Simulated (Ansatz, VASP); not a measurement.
## Two plane-wave programs on BN

Contents of INCAR:

```
SYSTEM = BN
PREC = Accurate ; ENCUT = 520
EDIFF = 1E-7 ; ISMEAR = 0
SIGMA = 0.05 ; LREAL = .FALSE.
LASPH = .TRUE. ; NELM = 60
ALGO = Normal ; ISIF = 2
LWAVE = .FALSE. ; LCHARG = .FALSE.
GGA = PE ; NBANDS = 16
```

KPOINTS

```
regular mesh
0
G
  12 12 6
  0 0 0
```

POSCAR

```
BN
1.0
    2.5539396017      0.0191545470      0.0000000000
   -1.2603814766      2.2021993013      0.0000000000
    0.0000000000      0.0000000000      4.2268550000
B N
2 2
Direct
    0.6666666667      0.3333333333      0.9997240000
    0.3333333333      0.6666666667      0.4997240000
    0.6666666667      0.3333333333      0.6252760000
    0.3333333333      0.6666666667      0.1252760000
```

Input for Ansatz:

```yaml
crystal:
  lattice:
    - [2.5539396017, 0.019154547, 0.0]
    - [-1.2603814766, 2.2021993013, 0.0]
    - [0.0, 0.0, 4.226855]
  atoms:
    - { symbol: B, position: [0.6666666667, 0.3333333333, 0.999724] }
    - { symbol: B, position: [0.3333333333, 0.6666666667, 0.499724] }
    - { symbol: "N", position: [0.6666666667, 0.3333333333, 0.625276] }
    - { symbol: "N", position: [0.3333333333, 0.6666666667, 0.125276] }
basis:
  ecutwfc: 420
kpoints:
  mp_grid: { grid: [12, 12, 6] }
hamiltonian:
  xc: pbe
scf:
  occupations: { method: gaussian, width: 0.05 }
output:
  forces: true
  stress: true
  eigenvalues: true
  write_density: true
  write_potential: true
  elf: true
  volumetric_format: npy
```

Change from the starting cell: strain +0.0150 x Voigt [0, 0, 0, 0, 0, 1], atoms carried along.

Alike in both runs: task single point; functional PBE; k mesh 12 × 12 × 6; occupations gaussian, width 0.05 eV; no spin polarisation.

|  | VASP | Ansatz |
| --- | --- | --- |
| version | VASP 6.6.1 | Ansatz 0.2.0 |
| potentials or method | VASP PAW PBE potentials, release 64 (B, N), cutoff 520 eV | scalar-relativistic, plane waves, PAW |
| valence electrons in the cell | 16 | 16 |

```csv
,VASP,Ansatz,Ansatz less VASP
gap on the k mesh at the Fermi level (eV),5.15,5.17,+0.017
least direct gap on the mesh (eV),8.14,8.15,+0.012
pressure (GPa),0.3,0.0,-0.23
"traceless stress, the component that is largest in VASP (GPa)",-6.14,-6.11,+0.035
rms of the force components (eV/Å),0.031,0.030,-0.0010
```

Atom by atom the forces differ by 0.002 eV/Å (rms over components). With one functional, cell and mesh, what is left measures potentials, basis and numerics.
